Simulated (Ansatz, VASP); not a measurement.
## Two plane-wave programs on BN

Contents of INCAR:

```
PREC = Accurate ; ENCUT = 520
EDIFF = 1E-6 ; ISMEAR = 0
SIGMA = 0.02 ; LREAL = F
LASPH = T ; NELM = 100
ALGO = Normal ; ISIF = 2
LWAVE = F ; LCHARG = F
GGA = PE ; NBANDS = 16
```

KPOINTS

```
regular mesh
0
Gamma
  12 12 6
```

File POSCAR:

```
BN
1.0
    2.6301746988      0.0000000000      0.0000000000
   -1.3150873495      2.2777981056      0.0000000000
    0.0000000000      0.0000000000      4.6066379217
B N
2 2
Direct
    0.6666666700      0.3333333300      0.9642366223
    0.3333333300      0.6666666700      0.4642366223
    0.6666666700      0.3333333300      0.6607633777
    0.3333333300      0.6666666700      0.1607633777
```

Input for Ansatz:

```yaml
crystal:
  lattice:
    - [2.6301746988, 0.0, 0.0]
    - [-1.3150873495, 2.2777981056, 0.0]
    - [0.0, 0.0, 4.6066379217]
  atoms:
    - { symbol: B, position: [0.66666667, 0.33333333, 0.9642366223] }
    - { symbol: B, position: [0.33333333, 0.66666667, 0.4642366223] }
    - { symbol: "N", position: [0.66666667, 0.33333333, 0.6607633777] }
    - { symbol: "N", position: [0.33333333, 0.66666667, 0.1607633777] }
basis:
  ecutwfc: 420
kpoints:
  mp_grid: { grid: [12, 12, 6] }
hamiltonian:
  xc: pbe
scf:
  occupations: { method: gaussian, width: 0.02 }
output:
  forces: true
  stress: true
  eigenvalues: true
  populations: true
```

Alike in both runs: task single point; functional PBE; k mesh 12 × 12 × 6; occupations gaussian, width 0.02 eV; no spin polarisation.

|  | VASP | Ansatz |
| --- | --- | --- |
| version | VASP 6.6.1 | Ansatz 0.2.0 |
| potentials or method | VASP PAW PBE potentials, release 64 (B, N), cutoff 520 eV | scalar-relativistic, plane waves, PAW |
| valence electrons in the cell | 16 | 16 |

|  | VASP | Ansatz | Ansatz less VASP |
| --- | --- | --- | --- |
| gap on the k mesh at the Fermi level (eV) | 0.76 | 0.77 | +0.011 |
| least direct gap on the mesh (eV) | 4.35 | 4.36 | +0.006 |
| pressure (GPa) | -24.4 | -24.2 | +0.17 |
| traceless stress, the component that is largest in VASP (GPa) | -33.12 | -33.35 | -0.231 |
| rms of the force components (eV/Å) | 4.147 | 4.134 | -0.0140 |

Atom by atom the forces differ by 0.014 eV/Å (rms over components). The functional is the same, so the differences come from potentials, cutoffs and numerics.
